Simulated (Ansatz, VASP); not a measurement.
Given: the input of a run of Ansatz 0.2.0 on WC.

File input.yaml:

```yaml
crystal:
  lattice:
    - [2.9257489053, 0.0, 0.0]
    - [-1.4628744527, 2.5337728771, 0.0]
    - [0.0, 0.0, 2.8553859779]
  atoms:
    - { symbol: W, position: [0.0, 0.0, 0.0] }
    - { symbol: C, position: [0.6666666667, 0.3333333333, 0.5] }
hamiltonian:
  xc: revpbe
  pseudopotentials: { kind: paw }
kpoints:
  mp_grid: { grid: [10, 10, 9] }
scf:
  occupations: { method: fermi_dirac, width: 0.05 }
output:
  forces: true
  stress: true
  eigenvalues: true
```

Potentials or basis: Ansatz PAW.

Run with:

```sh
$ ansatz run input.yaml --threads 2 --pin off --max-ram 5120MiB --backend cpu --events-out ev --progress --plain --runs-dir out
```

Set up the same calculation for VASP 6.6.1. Potentials there: VASP PAW PBE potentials, release 64 (W_sv, C_h).

As run (the cutoff follows the program's own potentials):

Contents of INCAR:

```
SYSTEM = WC
ALGO = Normal ; EDIFF = 1E-6
ENCUT = 1300 ; GGA = RE
GGA_COMPAT = .FALSE. ; ISIF = 2
ISMEAR = -1 ; LASPH = .TRUE.
LCHARG = .FALSE. ; LREAL = .FALSE.
LWAVE = .FALSE. ; NBANDS = 16
NELM = 120 ; PREC = Accurate
SIGMA = 0.05
```

KPOINTS

```
k-points
0
G
  10 10 9
  0 0 0
```

POSCAR

```
WC
1.0
    2.9257489053      0.0000000000      0.0000000000
   -1.4628744527      2.5337728771      0.0000000000
    0.0000000000      0.0000000000      2.8553859779
W C
1 1
Direct
    0.0000000000      0.0000000000      0.0000000000
    0.6666666667      0.3333333333      0.5000000000
```

Potentials or basis: VASP PAW PBE potentials, release 64 (W_sv, C_h).

The run is started by

```console
$ cat potpaw_PBE.64/W_sv/POTCAR potpaw_PBE.64/C_h/POTCAR > POTCAR
$ mpirun -np 1 vasp_std > vasp.out
```

Both were run:

|  | VASP | Ansatz | Ansatz less VASP |
| --- | --- | --- | --- |
| gap on the k mesh at the Fermi level (eV) | none | none | - |
| pressure (GPa) | 1.8 | 0.9 | -0.93 |
| traceless stress, the component that is largest in VASP (GPa) | -0.95 | -1.11 | -0.154 |

VASP's potentials were made for PBE, not for revPBE. A gap of «none» marks a metal or a gap that the smearing closes. The functional is the same, so the differences come from potentials, cutoffs and numerics.

Spin-orbit coupling is off throughout.
